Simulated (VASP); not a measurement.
## HgTe: single point with PBEsol

The system is HgTe.

```
Hg Te
1.0
     0.05843    2.95072    2.95072
     2.95072    0.05843    2.95072
     2.95072    2.95072    0.05843
Hg Te
1 1
Direct
  0.00000 0.00000 0.00000
  0.50000 0.50000 0.50000
```

This cell differs from its parent crystal: equal xy, yz and zx shear strains of +2 %.

```
Program             : VASP 6.6.1
Task                : single point
Functional          : PBEsol
Potentials or basis : VASP PAW PBE potentials, release 64 (Hg, Te)
Cutoff              : 520 eV
k mesh              : 12 × 12 × 12
Occupations         : fermi-dirac, width 0.08 eV
Spin                : no spin polarisation
```

- Pressure: 6.4 GPa
- Band gap on the k mesh: zero (band 9 reaches 6.30 eV, above the bottom of band 10 at 3.08 eV)

Stress tensor (GPa, compression positive):
```
 6.39 -0.29 -0.29
-0.29  6.39 -0.29
-0.29 -0.29  6.39
```

Levels at points of the mesh, in eV from the Fermi level:
```csv
k point,band 5,band 6,band 7,band 8,band 9,band 10,band 11,band 12,band 13,band 14
"(0.00, 0.00, 0.00)",-7.13,-7.13,-1.08,-0.78,-0.78,-0.41,7.46,7.75,7.84,7.84
"(0.50, 0.00, 0.00)",-6.91,-6.87,-6.00,0.41,0.44,2.32,3.58,3.79,4.27,10.80
"(0.50, 0.50, 0.00)",-6.79,-5.95,-5.20,-2.95,-2.93,-2.69,4.60,9.75,9.87,10.60
"(0.50, 0.50, 0.50)",-6.91,-6.91,-6.15,0.54,0.54,2.60,3.93,3.93,4.57,10.62
```

It took 50 s on 1 thread of Intel(R) Xeon(R) 6975P-C (Granite Rapids) (shared host), peak memory 0.29 GiB.

Caveat: the cell differs from its parent crystal (equal xy, yz and zx shear strains of +2 %); the PAW data sets were made with another functional, which shifts forces and pressure a little; spin-orbit coupling is left out, which moves the levels of the heavy elements.
